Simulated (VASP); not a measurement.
# CdS (F-43m) in VASP: notebook

CdS is run at these levels: LDA; tasks: single point.

All numbers are computed with VASP 6.6.1; they aren't measurements. Logs are shortened: lines on timing, memory, paths and dates and some standing lists are left out, and cuts for length are marked.

## 1. The cell of the first run

The structure is cubic, space group F-43m (No. 216). Conventional cell: a = 5.878 Å, b = 5.878 Å, c = 5.878 Å, α = 90.00°, β = 90.00°, γ = 90.00°. Within 3.4 Å of Cd (site symmetry -43m) lie 4 S at 2.55 Å. Within 3.4 Å of S (site symmetry -43m) lie 4 Cd at 2.55 Å.

## 2. Single point, LDA

The input, INCAR:

```
SYSTEM = CdS
ALGO     = Normal         ! electronic algorithm
EDIFF    = 1E-6           ! SCF threshold, eV
ENCUT    = 500            ! plane-wave cutoff, eV
GGA_COMPAT= .False.      
ISIF     = 2              ! what is computed and relaxed
ISMEAR   = 0              ! smearing method
LASPH    = .True.         ! aspherical terms in the spheres
LCHARG   = .False.        ! write CHGCAR
LREAL    = .False.        ! projectors in reciprocal space
LWAVE    = .False.        ! write WAVECAR
NBANDS   = 16             ! bands
NELM     = 120            ! most SCF steps
PREC     = Accurate       ! precision mode
SIGMA    = 0.01           ! smearing width, eV
```

The input, KPOINTS:

```
k-points
0
Gamma
  4 4 4
  0 0 0
```

The input, POSCAR:

```
CdS
1.0
    0.0000000000      2.9392148400      2.9392148400
    2.9392148400      0.0000000000      2.9392148400
    2.9392148400      2.9392148400      0.0000000000
Cd S
1 1
Direct
    0.0000000000      0.0000000000      0.0000000000
    0.2500000000      0.2500000000      0.2500000000
```

Potentials or basis: VASP PAW LDA potentials, release 64 (Cd, S).

Started as:

```bash
$ cat potpaw_LDA.64/Cd/POTCAR potpaw_LDA.64/S/POTCAR > POTCAR
$ mpirun -np 1 vasp_std > vasp.out
```

OUTCAR:

```text
SYSTEM = CdS
   EDIFF = 1E-6
   ENCUT = 500
   ISIF = 2
   ISMEAR = 0
   LASPH = .True.
   LREAL = .False.
   NELM = 120
   PREC = Accurate

 ion  position               nearest neighbor table
   1  0.000  0.000  0.000-   2 2.55   2 2.55   2 2.55   2 2.55
   2  0.250  0.250  0.250-   1 2.55   1 2.55   1 2.55   1 2.55

  LATTYP: Found a face centered cubic cell.
 ALAT       =     5.8784296800

  Lattice vectors:

 A1 = (   0.0000000000,   2.9392148400,   2.9392148400)
 A2 = (   2.9392148400,   0.0000000000,   2.9392148400)
 A3 = (   2.9392148400,   2.9392148400,   0.0000000000)

Analysis of symmetry for initial positions (statically):
=====================================================================
 Subroutine PRICEL returns:
 Original cell was already a primitive cell.

 Routine SETGRP: Setting up the symmetry group for a
 face centered cubic supercell.

 Subroutine GETGRP returns: Found 24 space group operations
 (whereof 24 operations were pure point group operations)
 out of a pool of 48 trial point group operations.

The static configuration has the point symmetry T_d .

Analysis of symmetry for dynamics (positions and initial velocities):
=====================================================================
 Subroutine PRICEL returns:
 Original cell was already a primitive cell.

 Routine SETGRP: Setting up the symmetry group for a
 face centered cubic supercell.

 Subroutine GETGRP returns: Found 24 space group operations
 (whereof 24 operations were pure point group operations)
 out of a pool of 48 trial point group operations.

The dynamic configuration has the point symmetry T_d .

 Subroutine INISYM returns: Found 24 space group operations
 (whereof 24 operations are pure point group operations),
 and found     1 'primitive' translations

----------------------------------------------------------------------------------------

                                     Primitive cell

  volume of cell :      50.7837

  direct lattice vectors                    reciprocal lattice vectors
     0.000000000  2.939214840  2.939214840    -0.170113458  0.170113458  0.170113458
     2.939214840  0.000000000  2.939214840     0.170113458 -0.170113458  0.170113458
     2.939214840  2.939214840  0.000000000     0.170113458  0.170113458 -0.170113458

  length of vectors
     4.156677489  4.156677489  4.156677489     0.294645152  0.294645152  0.294645152

  position of ions in fractional coordinates (direct lattice)
     0.000000000  0.000000000  0.000000000
     0.250000000  0.250000000  0.250000000

  ion indices of the primitive-cell ions
   primitive index   ion index
                 1           1
                 2           2

----------------------------------------------------------------------------------------

 KPOINTS: k-points

Automatic generation of k-mesh.
 Grid dimensions read from file:
 generate k-points for:    4    4    4

 Generating k-lattice:

  Cartesian coordinates                     Fractional coordinates (reciprocal lattice)
    -0.042528364  0.042528364  0.042528364     0.250000000  0.000000000  0.000000000
     0.042528364 -0.042528364  0.042528364     0.000000000  0.250000000  0.000000000
     0.042528364  0.042528364 -0.042528364     0.000000000  0.000000000  0.250000000

  Length of vectors
     0.073661288  0.073661288  0.073661288

  Shift w.r.t. Gamma in fractional coordinates (k-lattice)
     0.000000000  0.000000000  0.000000000

 Subroutine IBZKPT returns following result:
 ===========================================

 Found      8 irreducible k-points:

 Following reciprocal coordinates:
            Coordinates               Weight
  0.000000  0.000000  0.000000      1.000000
  0.250000  0.000000  0.000000      8.000000
  0.500000  0.000000  0.000000      4.000000
  0.250000  0.250000  0.000000      6.000000
  0.500000  0.250000  0.000000     24.000000
 -0.250000  0.250000  0.000000     12.000000
  0.500000  0.500000  0.000000      3.000000
 -0.250000  0.500000  0.250000      6.000000
   k-points           NKPTS =      8   k-points in BZ     NKDIM =      8   number of bands    NBANDS=     16
   number of dos      NEDOS =    301   number of ions     NIONS =      2
   total plane-waves  NPLWV =  27000
   dimension x,y,z NGX =    30 NGY =   30 NGZ =   30
   dimension x,y,z NGXF=    60 NGYF=   60 NGZF=   60
   ions per type =               1   1
   NGX,Y,Z   is equivalent  to a cutoff of  12.00, 12.00, 12.00 a.u.
   NGXF,Y,Z  is equivalent  to a cutoff of  24.00, 24.00, 24.00 a.u.
 SYSTEM =  CdS
   PREC   = accura    normal or accurate (medium, high low for compatibility)
   ISTART =      0    job   : 0-new  1-cont  2-samecut
   ICHARG =      2    charge: 1-file 2-atom 10-const
   ISPIN  =      1    spin polarized calculation?
   LNONCOLLINEAR =      F non collinear calculations
   LSORBIT =      F    spin-orbit coupling
   LASPH  =      T    aspherical Exc in radial PAW
   ENCUT  =  500.0 eV  36.75 Ry    6.06 a.u.   7.58  7.58  7.58*2*pi/ulx,y,z
   NELM   =    120;   NELMIN=  2; NELMDL= -5     # of ELM steps
   EDIFF  = 0.1E-05   stopping-criterion for ELM
   LREAL  =      F    real-space projection
   EDIFFG = 0.1E-04   stopping-criterion for IOM
   NSW    =      0    number of steps for IOM
   IBRION =     -1    ionic relax: 0-MD 1-quasi-New 2-CG
   NFREE  =      0    steps in history (QN), initial steepest desc. (CG)
   ISIF   =      2    stress and relaxation
   ISYM   =      2    0-nonsym 1-usesym 2-fastsym
   POTIM  = 0.5000    time-step for ionic-motion
   TEBEG  =    0.0;   TEEND  =   0.0 temperature during run
   PSTRESS=    0.0 pullay stress
   NELECT =      18.0000    total number of electrons
   NUPDOWN=      -1.0000    fix difference up-down
   EMIN   =  10.00;   EMAX   =-10.00  energy-range for DOS
   EFERMI =   0.00;   METHOD = LEGACY
   ISMEAR =     0;   SIGMA  =   0.01  broadening in eV -4-tet -1-fermi 0-gaus
   EFERMI_NEDOS =   21; number of points for ismear=-14 and -15
   IALGO  =     38    algorithm
   IMIX   =      4    mixing-type and parameters
     AMIX     =   0.40;   BMIX     =  1.00
     AMIX_MAG =   1.60;   BMIX_MAG =  1.00
  volume/ion in A,a.u.               =      25.39       171.35
  Fermi-wavevector in a.u.,A,eV,Ry     =   1.158575  2.189390 18.263062  1.342297
  Thomas-Fermi vector in A             =   2.295176
   LORBIT       =      0    0 simple, 1 ext, 2 COOP (PROOUT), +10 PAW based schemes
   GGA     = CA    functional components
   LHFCALC =     F    Hartree Fock is set to
   AEXX    =    0.0000 exact exchange contribution
   IVDW    =     0    specifies the selected vdW correction
   LEPSILON=     F    determine dielectric tensor
   LRPA    =     F    only Hartree local field effects (RPA)
 non-spin polarized calculation
 Gauss-broadening in eV      SIGMA  =   0.01
  energy-cutoff  :      500.00
  volume of cell :       50.78
 maximum number of plane-waves:      1308
   NGX = 15   NGY = 15   NGZ = 15

 number of electron      17.9999993 magnetization

 Free energy of the ion-electron system (eV)
  ---------------------------------------------------
  ext. energy  EPLUGINS =         0.00000000
  ---------------------------------------------------
  free energy    TOTEN  =        -7.34058351 eV

  energy without entropy =       -7.34058351  energy(sigma->0) =       -7.34058351

 E-fermi :   1.0390     XC(G=0):  -9.4753

 val. band max:        0.9525742728   @ k =   0.0000   0.0000   0.0000
 cond. band min:       1.7764907694   @ k =   0.0000   0.0000   0.0000
 fundamental gap:      0.8239164965
 Fermi energy:         1.0390367924

 k-point     1 :       0.0000    0.0000    0.0000
  band No.  band energies     occupation
      1     -11.2604      2.00000
      2      -6.7651      2.00000
      3      -6.7651      2.00000
      4      -6.7651      2.00000
      5      -6.3142      2.00000
      6      -6.3142      2.00000
      7       0.9526      2.00000
      8       0.9526      2.00000
      9       0.9526      2.00000
     10       1.7765      0.00000
     11       7.2966      0.00000
     12       7.2966      0.00000
     13       7.2966      0.00000
     14      11.8811      0.00000
     15      12.3429      0.00000
     16      12.3429      0.00000

 k-point     2 :       0.2500    0.0000    0.0000
  band No.  band energies     occupation
      1     -11.0492      2.00000
      2      -6.6976      2.00000
      3      -6.6976      2.00000
      4      -6.5294      2.00000
      5      -6.3104      2.00000
      6      -6.3104      2.00000
      7      -1.5808      2.00000
      8       0.5617      2.00000
      9       0.5617      2.00000
     10       3.4558      0.00000
     11       6.9957      0.00000
     12       7.7968      0.00000
     13       7.7968      0.00000
     14      11.4397      0.00000
     15      11.4397      0.00000
     16      11.8769      0.00000

 k-point     3 :       0.5000    0.0000    0.0000
  band No.  band energies     occupation
      1     -10.8383      2.00000
      2      -6.6517      2.00000
      3      -6.6517      2.00000
      4      -6.2787      2.00000
      5      -6.2787      2.00000
      6      -5.9472      2.00000
      7      -3.4369      2.00000
      8       0.2144      2.00000
      9       0.2144      2.00000
     10       3.6836      0.00000
     11       7.7714      0.00000
     12       7.7714      0.00000
     13       8.0959      0.00000
     14      11.6160      0.00000
     15      13.3635      0.00000
     16      13.3635      0.00000

 k-point     4 :       0.2500    0.2500    0.0000
  band No.  band energies     occupation
      1     -10.9808      2.00000
      2      -6.6145      2.00000
      3      -6.6145      2.00000
      4      -6.5993      2.00000
      5      -6.3302      2.00000
      6      -6.2729      2.00000
      7      -1.4220      2.00000
      8      -0.0555      2.00000
      9      -0.0555      2.00000
     10       4.2915      0.00000
     11       5.5506      0.00000
     12       8.8609      0.00000
     13       8.8609      0.00000
     14       9.1330      0.00000
     15      12.7397      0.00000
     16      15.2327      0.00000

 k-point     5 :       0.5000    0.2500    0.0000
  band No.  band energies     occupation
      1     -10.7747      2.00000
      2      -6.6015      2.00000
      3      -6.5410      2.00000
      4      -6.4005      2.00000
      5      -6.2644      2.00000
      6      -5.9125      2.00000
      7      -2.9196      2.00000
      8      -1.0076      2.00000
      9      -0.3734      2.00000
     10       4.9165      0.00000
     11       6.2125      0.00000
     12       8.2635      0.00000
     13       9.1556      0.00000
     14      11.0311      0.00000
     15      13.5044      0.00000
     16      14.3521      0.00000

 k-point     6 :      -0.2500    0.2500    0.0000
  band No.  band energies     occupation
      1     -10.8420      2.00000
      2      -6.6230      2.00000
      3      -6.6083      2.00000
      4      -6.3374      2.00000
      5      -6.3257      2.00000
      6      -6.0663      2.00000
      7      -2.5543      2.00000
      8      -1.0728      2.00000
      9       0.1949      2.00000
     10       4.9691      0.00000
     11       6.8751      0.00000
     12       7.4186      0.00000
     13       8.4438      0.00000
     14      11.0232      0.00000
     15      12.8964      0.00000
     16      14.1576      0.00000

 k-point     7 :       0.5000    0.5000    0.0000
  band No.  band energies     occupation
      1     -10.7083      2.00000
      2      -6.5647      2.00000
      3      -6.4362      2.00000
      4      -6.4362      2.00000
      5      -6.2313      2.00000
      6      -5.8835      2.00000
      7      -3.0139      2.00000
      8      -0.8957      2.00000
      9      -0.8957      2.00000
     10       4.2748      0.00000
     11       5.0743      0.00000
     12       9.8000      0.00000
     13      11.3419      0.00000
     14      11.3419      0.00000
     15      13.2849      0.00000
     16      14.3022      0.00000

 k-point     8 :      -0.2500    0.5000    0.2500
  band No.  band energies     occupation
      1     -10.7101      2.00000
      2      -6.5450      2.00000
      3      -6.5307      2.00000
      4      -6.3531      2.00000
      5      -6.3062      2.00000
      6      -5.7042      2.00000
      7      -2.9516      2.00000
      8      -1.2900      2.00000
      9      -1.2238      2.00000
     10       6.1354      0.00000
     11       6.1780      0.00000
     12       7.9002      0.00000
     13       8.7622      0.00000
     14      11.6445      0.00000
     15      13.8404      0.00000
     16      14.1490      0.00000

------------------------ aborting loop because EDIFF is reached ----------------------------------------

  FORCE on cell =-STRESS in cart. coord.  units (eV):
  Direction    XX          YY          ZZ          XY          YZ          ZX
  --------------------------------------------------------------------------------------
  -------------------------------------------------------------------------------------
  Total       -0.9936397     -0.9936397     -0.9936397     -0.0000000      0.0000000      0.0000000
  in kB      -31.3484093    -31.3484093    -31.3484093     -0.0000000      0.0000000      0.0000000
  external PRESSURE =     -31.3484093 kB  Pullay stress =       0.0000000 kB

 VOLUME and BASIS-vectors are now :
 -----------------------------------------------------------------------------
  energy-cutoff  :      500.00
  volume of cell :       50.78
      direct lattice vectors                 reciprocal lattice vectors
     0.000000000  2.939214840  2.939214840    -0.170113458  0.170113458  0.170113458
     2.939214840  0.000000000  2.939214840     0.170113458 -0.170113458  0.170113458
     2.939214840  2.939214840  0.000000000     0.170113458  0.170113458 -0.170113458

 POSITION                                       TOTAL-FORCE (eV/Angst)
 -----------------------------------------------------------------------------------
      0.00000      0.00000      0.00000        -0.000000     -0.000000     -0.000000
      1.46961      1.46961      1.46961         0.000000      0.000000      0.000000
 -----------------------------------------------------------------------------------
    total drift:                                0.000000      0.000000     -0.000000

  FREE ENERGIE OF THE ION-ELECTRON SYSTEM (eV)
  ---------------------------------------------------
  free  energy   TOTEN  =        -7.3405835149 eV

  energy  without entropy=       -7.3405835149  energy(sigma->0) =       -7.34058351
```

Run time: 9 s. Hardware: 1 thread of Intel Xeon Platinum 8488C (Sapphire Rapids), shared host; peak memory 0.14 GiB.

Results:

```yaml
Free_energy: -7.3406 eV
Pressure: -3.1 GPa
Band_gap_on_the_k_mesh: 0.82 eV, direct
```

Caveat: the k points lie up to 0.46 Å⁻¹ apart.

## 3. Single point, LDA

The input, INCAR:

```
  ALGO = Normal
  EDIFF = 1E-6
  ENCUT = 500
  GGA_COMPAT = False
  ISIF = 2
  ISMEAR = 0
  LASPH = True
  LCHARG = False
  LREAL = False
  LWAVE = False
  NBANDS = 16
  NELM = 120
  PREC = Accurate
  SIGMA = 0.01
```

The input, KPOINTS:

```
k-points
0
Gamma
  6 6 6
```

POSCAR is that of step 2.

Potentials or basis: VASP PAW LDA potentials, release 64 (Cd, S).

Started as:

```bash
$ cat potpaw_LDA.64/Cd/POTCAR potpaw_LDA.64/S/POTCAR > POTCAR
$ mpirun -np 1 vasp_std > vasp.out
```

Wall time 17 s (1 thread of Intel Xeon Platinum 8488C (Sapphire Rapids), shared host); peak memory 0.14 GiB.

The run converged. Its results:

* Free energy: -7.3758 eV
* Pressure: -3.3 GPa
* Band gap on the k mesh: 0.84 eV, direct

Levels at points of the mesh, in eV from the valence-band top:
```csv
k point,band 5,band 6,band 7,band 8,band 9,band 10,band 11,band 12,band 13,band 14
"(0.00, 0.00, 0.00)",-7.24,-7.24,0.00,0.00,0.00,0.84,6.36,6.36,6.36,10.95
"(0.50, 0.00, 0.00)",-7.21,-6.88,-4.38,-0.74,-0.74,2.75,6.84,6.84,7.15,10.68
"(0.50, 0.50, 0.00)",-7.16,-6.81,-3.96,-1.84,-1.84,3.34,4.14,8.86,10.40,10.40
```

LDA gaps usually lie below the measured ones, often by a third to a half.
